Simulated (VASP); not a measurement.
# MgCd3Se2 (P-3m1) in VASP: a series of runs

Runs on MgCd3Se2. Level: PBE. Tasks: single point.

Everything below comes from runs of VASP 6.6.1. Logs are shortened: lines on timing, memory, paths and dates and some standing lists are left out, and cuts for length are marked.

## 1. The cell of the first run

Symmetry: P-3m1, No. 164, trigonal system. The conventional cell has a = 3.938 Å, b = 3.938 Å, c = 10.682 Å, α = 90.00°, β = 90.00°, γ = 120.00°. Mg (site symmetry -3m) has 6 Se at 2.76 Å within 3.6 Å. Cd (site symmetry 3m) has 3 Se at 2.86 Å and 3 Cd at 3.06 Å within 3.8 Å. Cd (site symmetry -3m) has 12 Cd at 3.06 to 3.94 Å within 4.0 Å. Within 3.6 Å of Se (site symmetry 3m) lie 3 Mg at 2.76 Å and 3 Cd at 2.86 Å.

## 2. Single point, PBE

Contents of INCAR:

```
PREC = Accurate
ENCUT = 520
EDIFF = 1E-7
ISMEAR = 0
SIGMA = 0.1
LREAL = False
LASPH = True
NELM = 60
ALGO = Normal
ISIF = 2
LWAVE = False
LCHARG = False
GGA = PE
NBANDS = 34
```

Contents of KPOINTS:

```
regular mesh
0
Gamma
  6 6 2
```

Contents of POSCAR:

```
MgCd3Se2
1.0
    3.9378980953      0.0000000023      0.0000000000
   -1.9689490497      3.4103197869      0.0000000000
    0.0000000000      0.0000000000     10.6823860908
Mg Cd Se
1 3 2
Direct
    0.0000000000      0.0000000000      0.0000000000
    0.3333333333      0.6666666667      0.6922156413
    0.6666666667      0.3333333333      0.3077843587
    0.0000000000      0.0000000000      0.5000000000
    0.3333333333      0.6666666667      0.1456758814
    0.6666666667      0.3333333333      0.8543241186
```

Potentials or basis: VASP PAW PBE potentials, release 64 (Mg, Cd, Se).

Command:

```console
$ cat potpaw_PBE.64/Mg/POTCAR potpaw_PBE.64/Cd/POTCAR potpaw_PBE.64/Se/POTCAR > POTCAR
$ mpirun -np 1 vasp_std > vasp.out
```

OUTCAR:

```text
PREC = Accurate
   ENCUT = 520
   EDIFF = 1E-7
   ISMEAR = 0
   LREAL = False
   LASPH = True
   NELM = 60
   ISIF = 2
   GGA = PE

 ion  position               nearest neighbor table
   1  0.000  0.000  0.000-   5 2.76   6 2.76   6 2.76   5 2.76   6 2.76   5 2.76
   2  0.333  0.667  0.692-   6 2.86   6 2.86   6 2.86   4 3.06   4 3.06   4 3.06
   3  0.667  0.333  0.308-   5 2.86   5 2.86   5 2.86   4 3.06   4 3.06   4 3.06
   4  0.000  0.000  0.500-   2 3.06   3 3.06   3 3.06   2 3.06   3 3.06   2 3.06
   5  0.333  0.667  0.146-   1 2.76   1 2.76   1 2.76   3 2.86   3 2.86   3 2.86
   6  0.667  0.333  0.854-   1 2.76   1 2.76   1 2.76   2 2.86   2 2.86   2 2.86

  LATTYP: Found a hexagonal cell.
 ALAT       =     3.9378980953
 C/A-ratio  =     2.7127126788

  Lattice vectors:

 A1 = (   3.9378980953,   0.0000000023,   0.0000000000)
 A2 = (  -1.9689490497,   3.4103197869,   0.0000000000)
 A3 = (   0.0000000000,   0.0000000000,  10.6823860908)

Analysis of symmetry for initial positions (statically):
=====================================================================
 Subroutine PRICEL returns:
 Original cell was already a primitive cell.

 Routine SETGRP: Setting up the symmetry group for a
 hexagonal supercell.

 Subroutine GETGRP returns: Found 12 space group operations
 (whereof 12 operations were pure point group operations)
 out of a pool of 24 trial point group operations.

The static configuration has the point symmetry D_3d.

Analysis of symmetry for dynamics (positions and initial velocities):
=====================================================================
 Subroutine PRICEL returns:
 Original cell was already a primitive cell.

 Routine SETGRP: Setting up the symmetry group for a
 hexagonal supercell.

 Subroutine GETGRP returns: Found 12 space group operations
 (whereof 12 operations were pure point group operations)
 out of a pool of 24 trial point group operations.

The dynamic configuration has the point symmetry D_3d.

 Subroutine INISYM returns: Found 12 space group operations
 (whereof 12 operations are pure point group operations),
 and found     1 'primitive' translations

----------------------------------------------------------------------------------------

                                     Primitive cell

  volume of cell :     143.4590

  direct lattice vectors                    reciprocal lattice vectors
     3.937898095  0.000000002  0.000000000     0.253942579  0.146613817  0.000000000
    -1.968949050  3.410319787  0.000000000    -0.000000000  0.293227633  0.000000000
     0.000000000  0.000000000 10.682386091     0.000000000  0.000000000  0.093612044

  length of vectors
     3.937898095  3.937898095 10.682386091     0.293227633  0.293227633  0.093612044

  position of ions in fractional coordinates (direct lattice)
     0.000000000  0.000000000  0.000000000
     0.333333333  0.666666667  0.692215641
     0.666666667  0.333333333  0.307784359
     0.000000000  0.000000000  0.500000000
     0.333333333  0.666666667  0.145675881
     0.666666667  0.333333333  0.854324119

  ion indices of the primitive-cell ions
   primitive index   ion index
                 1           1
                 2           2
                 3           3
                 4           4
                 5           5
                 6           6

----------------------------------------------------------------------------------------

 KPOINTS: regular mesh

Automatic generation of k-mesh.
 Grid dimensions read from file:
 generate k-points for:    6    6    2

 Generating k-lattice:

  Cartesian coordinates                     Fractional coordinates (reciprocal lattice)
     0.042323763  0.024435636  0.000000000     0.166666667  0.000000000  0.000000000
    -0.000000000  0.048871272  0.000000000    -0.000000000  0.166666667  0.000000000
     0.000000000  0.000000000  0.046806022     0.000000000  0.000000000  0.500000000

  Length of vectors
     0.048871272  0.048871272  0.046806022

  Shift w.r.t. Gamma in fractional coordinates (k-lattice)
     0.000000000  0.000000000  0.000000000

 Subroutine IBZKPT returns following result:
 ===========================================

 Found     14 irreducible k-points:

 Following reciprocal coordinates:
            Coordinates               Weight
  0.000000  0.000000  0.000000      1.000000
  0.166667  0.000000  0.000000      6.000000
  0.333333  0.000000  0.000000      6.000000
  0.500000  0.000000  0.000000      3.000000
  0.166667  0.166667  0.000000      6.000000
  0.333333  0.166667  0.000000     12.000000
  0.333333  0.333333  0.000000      2.000000
  0.000000  0.000000  0.500000      1.000000
  0.166667  0.000000  0.500000      6.000000
  0.333333  0.000000  0.500000      6.000000
  0.500000  0.000000  0.500000      3.000000
  0.166667  0.166667  0.500000      6.000000
  0.333333  0.166667  0.500000     12.000000
  0.333333  0.333333  0.500000      2.000000
   k-points           NKPTS =     14   k-points in BZ     NKDIM =     14   number of bands    NBANDS=     34
   number of dos      NEDOS =    301   number of ions     NIONS =      6
   total plane-waves  NPLWV =  72000
   dimension x,y,z NGX =    30 NGY =   30 NGZ =   80
   dimension x,y,z NGXF=    60 NGYF=   60 NGZF=  160
   ions per type =               1   3   2
   NGX,Y,Z   is equivalent  to a cutoff of  12.67, 12.67, 12.45 a.u.
   NGXF,Y,Z  is equivalent  to a cutoff of  25.33, 25.33, 24.90 a.u.
 SYSTEM =  unknown system
   PREC   = accura    normal or accurate (medium, high low for compatibility)
   ISTART =      0    job   : 0-new  1-cont  2-samecut
   ICHARG =      2    charge: 1-file 2-atom 10-const
   ISPIN  =      1    spin polarized calculation?
   LNONCOLLINEAR =      F non collinear calculations
   LSORBIT =      F    spin-orbit coupling
   LASPH  =      T    aspherical Exc in radial PAW
   ENCUT  =  520.0 eV  38.22 Ry    6.18 a.u.   7.32  7.32 19.86*2*pi/ulx,y,z
   NELM   =     60;   NELMIN=  2; NELMDL= -5     # of ELM steps
   EDIFF  = 0.1E-06   stopping-criterion for ELM
   LREAL  =      F    real-space projection
   EDIFFG = 0.1E-05   stopping-criterion for IOM
   NSW    =      0    number of steps for IOM
   IBRION =     -1    ionic relax: 0-MD 1-quasi-New 2-CG
   NFREE  =      0    steps in history (QN), initial steepest desc. (CG)
   ISIF   =      2    stress and relaxation
   ISYM   =      2    0-nonsym 1-usesym 2-fastsym
   POTIM  = 0.5000    time-step for ionic-motion
   TEBEG  =    0.0;   TEEND  =   0.0 temperature during run
   PSTRESS=    0.0 pullay stress
   NELECT =      50.0000    total number of electrons
   NUPDOWN=      -1.0000    fix difference up-down
   EMIN   =  10.00;   EMAX   =-10.00  energy-range for DOS
   EFERMI =   0.00;   METHOD = LEGACY
   ISMEAR =     0;   SIGMA  =   0.10  broadening in eV -4-tet -1-fermi 0-gaus
   EFERMI_NEDOS =   21; number of points for ismear=-14 and -15
   IALGO  =     38    algorithm
   IMIX   =      4    mixing-type and parameters
     AMIX     =   0.40;   BMIX     =  1.00
     AMIX_MAG =   1.60;   BMIX_MAG =  1.00
  volume/ion in A,a.u.               =      23.91       161.35
  Fermi-wavevector in a.u.,A,eV,Ry     =   1.152097  2.177147 18.059373  1.327327
  Thomas-Fermi vector in A             =   2.288750
   LORBIT       =      0    0 simple, 1 ext, 2 COOP (PROOUT), +10 PAW based schemes
   GGA     = PE    functional components
   LHFCALC =     F    Hartree Fock is set to
   AEXX    =    0.0000 exact exchange contribution
   IVDW    =     0    specifies the selected vdW correction
   LEPSILON=     F    determine dielectric tensor
   LRPA    =     F    only Hartree local field effects (RPA)
 non-spin polarized calculation
 Gauss-broadening in eV      SIGMA  =   0.10
  energy-cutoff  :      520.00
  volume of cell :      143.46
 maximum number of plane-waves:      3897
 NGX is ok and might be reduce to    30
   NGX = 15   NGY = 15   NGZ = 39

 number of electron      49.9999982 magnetization

 Free energy of the ion-electron system (eV)
  ---------------------------------------------------
  ext. energy  EPLUGINS =         0.00000000
  ---------------------------------------------------
  free energy    TOTEN  =       -13.77860082 eV

  energy without entropy =      -13.77048460  energy(sigma->0) =      -13.77454271

 E-fermi :   2.4445     XC(G=0):  -9.7403

 val. band max:        2.4402024216   @ k =   0.1667   0.0000   0.0000
 cond. band min:       2.8811455319   @ k =   0.5000   0.0000   0.0000
 fundamental gap:      0.4409431103
 Fermi energy:         2.4445047550

 k-point     1 :       0.0000    0.0000    0.0000
  band No.  band energies     occupation
      1     -10.9000      2.00000
      2     -10.3570      2.00000
      3      -6.4079      2.00000
      4      -6.4079      2.00000
      5      -6.2899      2.00000
      6      -6.1266      2.00000
[... 26 lines left out ...]
     33       9.6968      0.00000
     34       9.7365      0.00000

 k-point     2 :       0.1667    0.0000    0.0000
  band No.  band energies     occupation
      1     -10.7395      2.00000
      2     -10.2504      2.00000
      3      -6.3921      2.00000
      4      -6.3616      2.00000
      5      -6.2523      2.00000
      6      -6.1483      2.00000
[... 26 lines left out ...]
     33       8.9191      0.00000
     34       9.0538      0.00000

 k-point     3 :       0.3333    0.0000    0.0000
  band No.  band energies     occupation
      1     -10.3647      2.00000
      2     -10.0405      2.00000
      3      -6.3705      2.00000
      4      -6.3009      2.00000
      5      -6.2527      2.00000
      6      -6.0983      2.00000
[... 26 lines left out ...]
     33       8.8615      0.00000
     34       8.9618      0.00000

 k-point     4 :       0.5000    0.0000    0.0000
  band No.  band energies     occupation
      1     -10.1159      2.00000
      2      -9.9661      2.00000
      3      -6.3661      2.00000
      4      -6.3109      2.00000
      5      -6.2446      2.00000
      6      -6.0563      2.00000
[... 26 lines left out ...]
     33       8.7905      0.00000
     34       8.8569      0.00000

 k-point     5 :       0.1667    0.1667    0.0000
  band No.  band energies     occupation
      1     -10.4695      2.00000
      2     -10.0900      2.00000
      3      -6.3612      2.00000
      4      -6.3100      2.00000
      5      -6.2115      2.00000
      6      -6.1760      2.00000
[... 251 lines left out ...]
 k-point    12 :       0.1667    0.1667    0.5000
  band No.  band energies     occupation
      1     -10.4689      2.00000
      2     -10.0907      2.00000
      3      -6.3499      2.00000
      4      -6.3151      2.00000
      5      -6.2112      2.00000
      6      -6.1792      2.00000
[... 26 lines left out ...]
     33       8.2678      0.00000
     34       9.2433      0.00000

 k-point    13 :       0.3333    0.1667    0.5000
  band No.  band energies     occupation
      1     -10.1334      2.00000
      2      -9.9539      2.00000
      3      -6.3266      2.00000
      4      -6.2599      2.00000
      5      -6.2342      2.00000
      6      -6.1315      2.00000
[... 26 lines left out ...]
     33       8.4580      0.00000
     34       9.3453      0.00000

 k-point    14 :       0.3333    0.3333    0.5000
  band No.  band energies     occupation
      1      -9.9619      2.00000
      2      -9.9619      2.00000
      3      -6.2584      2.00000
      4      -6.2584      2.00000
      5      -6.1947      2.00000
      6      -6.0570      2.00000
[... 26 lines left out ...]
     33       8.0731      0.00000
     34       9.8514      0.00000

------------------------ aborting loop because EDIFF is reached ----------------------------------------

  FORCE on cell =-STRESS in cart. coord.  units (eV):
  Direction    XX          YY          ZZ          XY          YZ          ZX
  --------------------------------------------------------------------------------------
  -------------------------------------------------------------------------------------
  Total        0.0252710      0.0252710      0.1475371     -0.0000000      0.0000000     -0.0000000
  in kB        0.2822308      0.2822308      1.6477226     -0.0000000      0.0000000     -0.0000000
  external PRESSURE =       0.7373947 kB  Pullay stress =       0.0000000 kB

 VOLUME and BASIS-vectors are now :
 -----------------------------------------------------------------------------
  energy-cutoff  :      520.00
  volume of cell :      143.46
      direct lattice vectors                 reciprocal lattice vectors
     3.937898095  0.000000002  0.000000000     0.253942579  0.146613817  0.000000000
    -1.968949050  3.410319787  0.000000000    -0.000000000  0.293227633  0.000000000
     0.000000000  0.000000000 10.682386091     0.000000000  0.000000000  0.093612044

 POSITION                                       TOTAL-FORCE (eV/Angst)
 -----------------------------------------------------------------------------------
      0.00000      0.00000      0.00000        -0.000000      0.000000      0.000000
     -0.00000      2.27355      7.39451        -0.000000     -0.000000     -0.008525
      1.96895      1.13677      3.28787         0.000000     -0.000000      0.008525
      0.00000      0.00000      5.34119        -0.000000      0.000000      0.000000
     -0.00000      2.27355      1.55617        -0.000000     -0.000000     -0.047537
      1.96895      1.13677      9.12622         0.000000      0.000000      0.047537
 -----------------------------------------------------------------------------------
    total drift:                                0.000000      0.000000     -0.000000

  FREE ENERGIE OF THE ION-ELECTRON SYSTEM (eV)
  ---------------------------------------------------
  free  energy   TOTEN  =       -13.7786008156 eV

  energy  without entropy=      -13.7704846000  energy(sigma->0) =      -13.77454271
```

It took 76 s on 1 thread of AMD EPYC 7R43 (Zen 3), shared host; peak memory 0.24 GiB.

What came out:

* Free energy: -13.7786 eV
* Pressure: 0.1 GPa
* Largest force: 0.048 eV/Å
* Band gap on the k mesh: zero (band 25 reaches 2.44 eV, above the bottom of band 26 at 1.65 eV)

Forces in eV/Å, atoms in the order of the input:
```
Mg   0.000  0.000  0.000
Cd   0.000  0.000 -0.009
Cd   0.000  0.000  0.009
Cd   0.000  0.000  0.000
Se   0.000  0.000 -0.048
Se   0.000  0.000  0.048
```

Levels at points of the mesh, in eV from the Fermi level:
| k point | band 21 | band 22 | band 23 | band 24 | band 25 | band 26 | band 27 | band 28 | band 29 | band 30 |
| --- | --- | --- | --- | --- | --- | --- | --- | --- | --- | --- |
| (0.00, 0.00, 0.00) | -1.05 | -1.05 | -0.75 | -0.75 | -0.08 | 1.33 | 3.11 | 5.50 | 5.50 | 5.69 |
| (0.50, 0.00, 0.00) | -3.09 | -2.11 | -1.54 | -1.42 | -1.36 | 0.44 | 0.67 | 3.04 | 3.39 | 3.71 |
| (0.00, 0.00, 0.50) | -1.83 | -1.06 | -1.06 | -0.74 | -0.74 | 2.62 | 2.83 | 5.19 | 5.66 | 5.66 |
| (0.50, 0.00, 0.50) | -2.72 | -2.15 | -2.08 | -1.91 | -1.47 | 1.14 | 1.25 | 2.21 | 3.88 | 4.00 |

(Part 1 of 2 ends here.)
